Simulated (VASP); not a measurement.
# PtS2 (P-3m1) in VASP: further runs

PtS2 is run at these levels: PBEsol, PBEsol+U; tasks: density of states, dielectric tensor.

All numbers are computed with VASP 6.6.1; they aren't measurements. Logs are shortened: lines on timing, memory, paths and dates and some standing lists are left out, and cuts for length are marked.

## (1) The cell of the first run

It takes space group P-3m1 (No. 164, trigonal). Conventional cell: a = 3.543 Å, b = 3.543 Å, c = 5.039 Å, α = 90.00°, β = 90.00°, γ = 120.00°. Pt (site symmetry -3m) has 6 S at 2.34 Å within 3.1 Å. Within 3.1 Å of S (site symmetry 3m) lie 3 Pt at 2.34 Å and 3 S at 3.07 Å.

## (2) Density of states, PBEsol

Contents of POSCAR:

```
PtS2
1.0
    3.5432000000      0.0000000000      0.0000000000
   -1.7716000000      3.0685012107      0.0000000000
    0.0000000000      0.0000000000      5.0388000000
Pt S
1 2
Direct
    0.0000000000      0.0000000000      0.0000000000
    0.6666666667      0.3333333333      0.7730000000
    0.3333333333      0.6666666667      0.2270000000
```

Contents of INCAR.step1:

```
SYSTEM = PtS2
PREC     = Accurate       ! precision mode
ENCUT    = 520            ! plane-wave cutoff, eV
EDIFF    = 1E-6           ! SCF threshold, eV
ISMEAR   = -1             ! smearing method
SIGMA    = 0.05           ! smearing width, eV
LREAL    = .FALSE.        ! projectors in reciprocal space
LASPH    = .TRUE.         ! aspherical terms in the spheres
NELM     = 100            ! most SCF steps
ALGO     = Normal         ! electronic algorithm
ISIF     = 2              ! what is computed and relaxed
LWAVE    = .FALSE.        ! write WAVECAR
LCHARG   = .TRUE.         ! write CHGCAR
LMAXMIX  = 4              ! l up to which the mixer works
GGA      = PS             ! functional
NBANDS   = 18             ! bands
```

Contents of KPOINTS.step1:

```
regular mesh
0
G
  9 9 5
  0 0 0
```

Contents of INCAR.step2:

```
SYSTEM = PtS2
PREC     = Accurate       ! precision mode
ENCUT    = 520            ! plane-wave cutoff, eV
EDIFF    = 1E-6           ! SCF threshold, eV
ISMEAR   = -5             ! smearing method
SIGMA    = 0.05           ! smearing width, eV
LREAL    = .FALSE.        ! projectors in reciprocal space
LASPH    = .TRUE.         ! aspherical terms in the spheres
NELM     = 100            ! most SCF steps
ALGO     = Normal         ! electronic algorithm
ISIF     = 2              ! what is computed and relaxed
LWAVE    = .FALSE.        ! write WAVECAR
LCHARG   = .FALSE.        ! write CHGCAR
LMAXMIX  = 4              ! l up to which the mixer works
GGA      = PS             ! functional
LORBIT   = 11             ! projections on sites
NEDOS    = 1001           ! points of the DOS
ICHARG   = 11             ! starting density
```

Contents of KPOINTS.step2:

```
regular mesh
0
G
  14 14 8
  0 0 0
```

Potentials or basis: VASP PAW PBE potentials, release 64 (Pt, S).

The run is started by

```bash
$ cat potpaw_PBE.64/Pt/POTCAR potpaw_PBE.64/S/POTCAR > POTCAR
$ cp INCAR.step1 INCAR
$ cp KPOINTS.step1 KPOINTS
$ mpirun -np 1 vasp_std > vasp.out
$ cp INCAR.step2 INCAR
$ cp KPOINTS.step2 KPOINTS
$ mpirun -np 1 vasp_std > vasp.out
```

OUTCAR:

```text
SYSTEM = PtS2
   PREC = Accurate
   ENCUT = 520
   EDIFF = 1E-6
   ISMEAR = -5
   LREAL = .FALSE.
   LASPH = .TRUE.
   NELM = 100
   ISIF = 2
   GGA = PS
   LORBIT = 11
   ICHARG = 11

 ion  position               nearest neighbor table
   1  0.000  0.000  0.000-   2 2.34   3 2.34   2 2.34   3 2.34   2 2.34   3 2.34
   2  0.667  0.333  0.773-   1 2.34   1 2.34   1 2.34
   3  0.333  0.667  0.227-   1 2.34   1 2.34   1 2.34

  LATTYP: Found a hexagonal cell.
 ALAT       =     3.5432000000
 C/A-ratio  =     1.4221043125

  Lattice vectors:

 A1 = (   3.5432000000,   0.0000000000,   0.0000000000)
 A2 = (  -1.7716000000,   3.0685012107,   0.0000000000)
 A3 = (   0.0000000000,   0.0000000000,   5.0388000000)

Analysis of symmetry for initial positions (statically):
=====================================================================
 Subroutine PRICEL returns:
 Original cell was already a primitive cell.

 Routine SETGRP: Setting up the symmetry group for a
 hexagonal supercell.

 Subroutine GETGRP returns: Found 12 space group operations
 (whereof 12 operations were pure point group operations)
 out of a pool of 24 trial point group operations.

The static configuration has the point symmetry D_3d.

Analysis of symmetry for dynamics (positions and initial velocities):
=====================================================================
 Subroutine PRICEL returns:
 Original cell was already a primitive cell.

 Routine SETGRP: Setting up the symmetry group for a
 hexagonal supercell.

 Subroutine GETGRP returns: Found 12 space group operations
 (whereof 12 operations were pure point group operations)
 out of a pool of 24 trial point group operations.

The dynamic configuration has the point symmetry D_3d.

 Subroutine INISYM returns: Found 12 space group operations
 (whereof 12 operations are pure point group operations),
 and found     1 'primitive' translations

----------------------------------------------------------------------------------------

                                     Primitive cell

  volume of cell :      54.7834

  direct lattice vectors                    reciprocal lattice vectors
     3.543200000  0.000000000  0.000000000     0.282230752  0.162946001  0.000000000
    -1.771600000  3.068501211  0.000000000     0.000000000  0.325892001  0.000000000
     0.000000000  0.000000000  5.038800000     0.000000000  0.000000000  0.198459951

  length of vectors
     3.543200000  3.543200000  5.038800000     0.325892001  0.325892001  0.198459951

  position of ions in fractional coordinates (direct lattice)
     0.000000000  0.000000000  0.000000000
     0.666666667  0.333333333  0.773000000
     0.333333333  0.666666667  0.227000000

  ion indices of the primitive-cell ions
   primitive index   ion index
                 1           1
                 2           2
                 3           3

----------------------------------------------------------------------------------------

 KPOINTS: regular mesh

Automatic generation of k-mesh.
 Grid dimensions read from file:
 generate k-points for:   14   14    8

 Generating k-lattice:

  Cartesian coordinates                     Fractional coordinates (reciprocal lattice)
     0.020159339  0.011639000  0.000000000     0.071428571  0.000000000  0.000000000
     0.000000000  0.023278000  0.000000000     0.000000000  0.071428571  0.000000000
     0.000000000  0.000000000  0.024807494     0.000000000  0.000000000  0.125000000

  Length of vectors
     0.023278000  0.023278000  0.024807494

  Shift w.r.t. Gamma in fractional coordinates (k-lattice)
     0.000000000  0.000000000  0.000000000

 TETIRR: Found   2296 inequivalent tetrahedra from     9408

 Subroutine IBZKPT returns following result:
 ===========================================

 Found    168 irreducible k-points:

 Following reciprocal coordinates:
            Coordinates               Weight
  0.000000  0.000000  0.000000      1.000000
  0.071429  0.000000  0.000000      6.000000
  0.142857  0.000000  0.000000      6.000000
  0.214286  0.000000  0.000000      6.000000
  0.285714  0.000000  0.000000      6.000000
  0.357143  0.000000  0.000000      6.000000
[... 16 lines left out ...]
  0.285714  0.285714  0.000000      6.000000
  0.357143  0.285714  0.000000      6.000000
 [... further k-points ...]
   k-points           NKPTS =    168   k-points in BZ     NKDIM =    168   number of bands    NBANDS=     15
   number of dos      NEDOS =   1001   number of ions     NIONS =      3
   total plane-waves  NPLWV =  31360
   dimension x,y,z NGX =    28 NGY =   28 NGZ =   40
   dimension x,y,z NGXF=    56 NGYF=   56 NGZF=   80
   ions per type =               1   2
   NGX,Y,Z   is equivalent  to a cutoff of  13.14, 13.14, 13.20 a.u.
   NGXF,Y,Z  is equivalent  to a cutoff of  26.28, 26.28, 26.39 a.u.
 SYSTEM =  PtS2
   PREC   = accura    normal or accurate (medium, high low for compatibility)
   ISTART =      0    job   : 0-new  1-cont  2-samecut
   ICHARG =     11    charge: 1-file 2-atom 10-const
   ISPIN  =      1    spin polarized calculation?
   LNONCOLLINEAR =      F non collinear calculations
   LSORBIT =      F    spin-orbit coupling
   LASPH  =      T    aspherical Exc in radial PAW
   ENCUT  =  520.0 eV  38.22 Ry    6.18 a.u.   6.59  6.59  9.37*2*pi/ulx,y,z
   NELM   =    100;   NELMIN=  2; NELMDL=  0     # of ELM steps
   EDIFF  = 0.1E-05   stopping-criterion for ELM
   LREAL  =      F    real-space projection
   EDIFFG = 0.1E-04   stopping-criterion for IOM
   NSW    =      0    number of steps for IOM
   IBRION =     -1    ionic relax: 0-MD 1-quasi-New 2-CG
   NFREE  =      0    steps in history (QN), initial steepest desc. (CG)
   ISIF   =      2    stress and relaxation
   ISYM   =      2    0-nonsym 1-usesym 2-fastsym
   POTIM  = 0.5000    time-step for ionic-motion
   TEBEG  =    0.0;   TEEND  =   0.0 temperature during run
   PSTRESS=    0.0 pullay stress
   NELECT =      22.0000    total number of electrons
   NUPDOWN=      -1.0000    fix difference up-down
   EMIN   =  10.00;   EMAX   =-10.00  energy-range for DOS
   EFERMI =   0.00;   METHOD = LEGACY
   ISMEAR =    -5;   SIGMA  =   0.05  broadening in eV -4-tet -1-fermi 0-gaus
   EFERMI_NEDOS =   21; number of points for ismear=-14 and -15
   IALGO  =     38    algorithm
   IMIX   =      4    mixing-type and parameters
     AMIX     =   0.40;   BMIX     =  1.00
     AMIX_MAG =   1.60;   BMIX_MAG =  1.00
  volume/ion in A,a.u.               =      18.26       123.23
  Fermi-wavevector in a.u.,A,eV,Ry     =   1.207812  2.282434 19.848315  1.458810
  Thomas-Fermi vector in A             =   2.343439
   LORBIT       =     11    0 simple, 1 ext, 2 COOP (PROOUT), +10 PAW based schemes
   GGA     = PS    functional components
   LHFCALC =     F    Hartree Fock is set to
   AEXX    =    0.0000 exact exchange contribution
   IVDW    =     0    specifies the selected vdW correction
   LEPSILON=     F    determine dielectric tensor
   LRPA    =     F    only Hartree local field effects (RPA)
 non-spin polarized calculation
 Fermi weights with tetrahedron method with Bloechl corrections
  energy-cutoff  :      520.00
  volume of cell :       54.78
 maximum number of plane-waves:      1507
 NGX is ok and might be reduce to    28

 number of electron      22.0000000 magnetization

 Free energy of the ion-electron system (eV)
  ---------------------------------------------------
  ext. energy  EPLUGINS =         0.00000000
  ---------------------------------------------------
  free energy    TOTEN  =       -16.93115635 eV

  energy without entropy =      -16.93115635  energy(sigma->0) =      -16.93115635

 E-fermi :   6.7086     XC(G=0): -10.7677

 val. band max:        6.6973426943   @ k =   0.0000   0.1429   0.1250
 cond. band min:       7.3812009617   @ k =   0.0000   0.2857   0.2500
 fundamental gap:      0.6838582674
 Fermi energy:         6.7085795616

 k-point     1 :       0.0000    0.0000    0.0000
  band No.  band energies     occupation
      1      -8.9288      2.00000
      2      -5.6393      2.00000
      3      -0.4247      2.00000
      4      -0.4247      2.00000
      5      -0.3126      2.00000
      6       2.6504      2.00000
      7       2.6504      2.00000
      8       4.8464      2.00000
      9       5.5176      2.00000
     10       5.5176      2.00000
     11       6.5317      2.00000
     12       9.1026      0.00000
     13       9.1026      0.00000
     14      11.3172      0.00000
     15      12.2632      0.00000

 k-point     2 :       0.0714    0.0000    0.0000
  band No.  band energies     occupation
      1      -8.8591      2.00000
      2      -5.6853      2.00000
      3      -0.3772      2.00000
      4      -0.3666      2.00000
      5      -0.2436      2.00000
      6       2.5514      2.00000
      7       2.5944      2.00000
      8       4.6195      2.00000
      9       5.5158      2.00000
     10       5.5278      2.00000
     11       6.5853      2.00000
     12       8.7583      0.00000
     13       9.0399      0.00000
     14      11.7269      0.00000
     15      12.5374      0.00000
[... 365 lines left out ...]
      3      -0.3101      2.00000
      4       0.3119      2.00000
      5       0.4755      2.00000
      6       1.8891      2.00000
      7       2.0557      2.00000
      8       3.1459      2.00000
      9       3.8627      2.00000
     10       4.5965      2.00000
     11       5.6329      2.00000
     12       7.6087      0.00000
     13       7.9824      0.00000
     14      12.2957      0.00000
     15      14.5258      0.00000

 k-point    24 :       0.3571    0.2857    0.0000
  band No.  band energies     occupation
      1      -6.6268      2.00000
      2      -6.6184      2.00000
      3      -0.3234      2.00000
      4       0.2537      2.00000
      5       0.3943      2.00000
      6       2.0204      2.00000
      7       2.0481      2.00000
      8       3.0090      2.00000
      9       3.8997      2.00000
     10       4.8993      2.00000
     11       5.3579      2.00000
     12       7.6807      0.00000
     13       7.7171      0.00000
     14      12.2684      0.00000
     15      14.5460      0.00000

 [... further k-points ...]
[... 5 lines left out ...]
  --------------------------------------------------------------------------------------
  -------------------------------------------------------------------------------------
  Total        2.1543973      2.1543973      1.9498776      0.0000000     -0.0000000      0.0000000
  in kB       63.0067814     63.0067814     57.0254667      0.0000000     -0.0000000      0.0000000
  external PRESSURE =      61.0130098 kB  Pullay stress =       0.0000000 kB

 VOLUME and BASIS-vectors are now :
 -----------------------------------------------------------------------------
  energy-cutoff  :      520.00
  volume of cell :       54.78
      direct lattice vectors                 reciprocal lattice vectors
     3.543200000  0.000000000  0.000000000     0.282230752  0.162946001  0.000000000
    -1.771600000  3.068501211  0.000000000     0.000000000  0.325892001  0.000000000
     0.000000000  0.000000000  5.038800000     0.000000000  0.000000000  0.198459951

 POSITION                                       TOTAL-FORCE (eV/Angst)
 -----------------------------------------------------------------------------------
      0.00000      0.00000      0.00000         0.000000      0.000000      0.000000
      1.77160      1.02283      3.89499        -0.000000      0.000000     -0.930370
     -0.00000      2.04567      1.14381         0.000000     -0.000000      0.930370
 -----------------------------------------------------------------------------------
    total drift:                                0.000000     -0.000000     -0.000000

  FREE ENERGIE OF THE ION-ELECTRON SYSTEM (eV)
  ---------------------------------------------------
  free  energy   TOTEN  =       -16.9311563524 eV

  energy  without entropy=      -16.9311563524  energy(sigma->0) =      -16.93115635

 total charge

# of ion       s       p       d       tot
------------------------------------------
    1        0.727   0.872   8.034   9.633
    2        1.353   2.283   0.000   3.637
    3        1.353   2.283   0.000   3.637
--------------------------------------------------
tot          3.434   5.438   8.034  16.907
```

Run time: 1.8 min. Hardware: 1 thread of Intel Xeon Platinum 8488C (Sapphire Rapids), shared host; peak memory 0.26 GiB.

Results:

* Valence electrons inside the program's atomic spheres: Pt 9.63; S 3.64

Levels at points of the mesh, in eV from the valence-band top:
```
           k point  band 8  band 9  band 10  band 11  band 12  band 13  band 14  band 15
(0.00, 0.00, 0.00)   -1.85   -1.18    -1.18    -0.17     2.41     2.41     4.62     5.57
(0.50, 0.00, 0.00)   -3.38   -3.29    -3.08    -2.41     1.70     2.79     5.41     6.38
(0.00, 0.00, 0.50)   -2.57   -1.37    -1.37    -0.96     2.89     2.89     5.31     7.22
(0.50, 0.00, 0.50)   -3.32   -3.16    -2.79    -1.42     2.03     2.30     5.26     5.37
```

Caveat: the PAW data sets were made with another functional, which shifts forces and pressure a little; spin-orbit coupling is left out, which moves the levels of the heavy elements.

## (3) Density of states, PBEsol+U

POSCAR is that of step 2.

Contents of INCAR.step1:

```
PREC     = Accurate       # precision mode
ENCUT    = 520            # plane-wave cutoff, eV
EDIFF    = 1E-6           # SCF threshold, eV
ISMEAR   = -1             # smearing method
SIGMA    = 0.05           # smearing width, eV
LREAL    = F              # projectors in reciprocal space
LASPH    = T              # aspherical terms in the spheres
NELM     = 150            # most SCF steps
ALGO     = Normal         # electronic algorithm
ISIF     = 2              # what is computed and relaxed
LWAVE    = F              # write WAVECAR
LCHARG   = T              # write CHGCAR
LMAXMIX  = 4              # l up to which the mixer works
LDAU     = T              # DFT+U
LDAUTYPE = 2            
LDAUL    = 2 -1           # shell
LDAUU    = 2 0            # U, eV
LDAUJ    = 0 0          
LDAUPRINT= 1            
GGA      = PS             # functional
NBANDS   = 18             # bands
```

Contents of KPOINTS.step1:

```
regular mesh
0
Gamma
  9 9 5
```

Contents of INCAR.step2:

```
PREC     = Accurate       # precision mode
ENCUT    = 520            # plane-wave cutoff, eV
EDIFF    = 1E-6           # SCF threshold, eV
ISMEAR   = -5             # smearing method
SIGMA    = 0.05           # smearing width, eV
LREAL    = F              # projectors in reciprocal space
LASPH    = T              # aspherical terms in the spheres
NELM     = 150            # most SCF steps
ALGO     = Normal         # electronic algorithm
ISIF     = 2              # what is computed and relaxed
LWAVE    = F              # write WAVECAR
LCHARG   = F              # write CHGCAR
LMAXMIX  = 4              # l up to which the mixer works
LDAU     = T              # DFT+U
LDAUTYPE = 2            
LDAUL    = 2 -1           # shell
LDAUU    = 2 0            # U, eV
LDAUJ    = 0 0          
LDAUPRINT= 1            
GGA      = PS             # functional
LORBIT   = 11             # projections on sites
NBANDS   = 18             # bands
NEDOS    = 1001           # points of the DOS
ICHARG   = 11             # starting density
```

Contents of KPOINTS.step2:

```
regular mesh
0
Gamma
  14 14 8
```

Potentials or basis: VASP PAW PBE potentials, release 64 (Pt, S).

The run is started by

```bash
$ cat potpaw_PBE.64/Pt/POTCAR potpaw_PBE.64/S/POTCAR > POTCAR
$ cp INCAR.step1 INCAR
$ cp KPOINTS.step1 KPOINTS
$ mpirun -np 1 vasp_std > vasp.out
$ cp INCAR.step2 INCAR
$ cp KPOINTS.step2 KPOINTS
$ mpirun -np 1 vasp_std > vasp.out
```

Wall time 98 s (1 thread of Intel Xeon Platinum 8488C (Sapphire Rapids), shared host); peak memory 0.28 GiB.

It converged, with:

```
Valence electrons inside the program's atomic spheres : Pt 9.75; S 3.63
```

Levels at points of the mesh, in eV from the valence-band top:
```
           k point  band 8  band 9  band 10  band 11  band 12  band 13  band 14  band 15
(0.00, 0.00, 0.00)   -2.12   -1.13    -1.13    -0.12     2.36     2.36     4.69     5.61
(0.50, 0.00, 0.00)   -3.74   -3.42    -3.04    -2.55     1.66     2.76     5.38     6.46
(0.00, 0.00, 0.50)   -2.53   -1.32    -1.32    -1.11     2.85     2.85     5.40     7.22
(0.50, 0.00, 0.50)   -3.77   -3.09    -3.02    -1.38     1.99     2.26     5.29     5.44
```

Eigenvalues of the final occupation matrices:
```tsv
site	spin	trace	eigenvalues
site 1 d	1	4.12	0.69 0.69 0.91 0.91 0.91
site 1 d	2	4.12	0.69 0.69 0.91 0.91 0.91
```

Caveat: the PAW data sets were made with another functional, which shifts forces and pressure a little; spin-orbit coupling is left out, which moves the levels of the heavy elements.

(Part 1 of 2 ends here.)
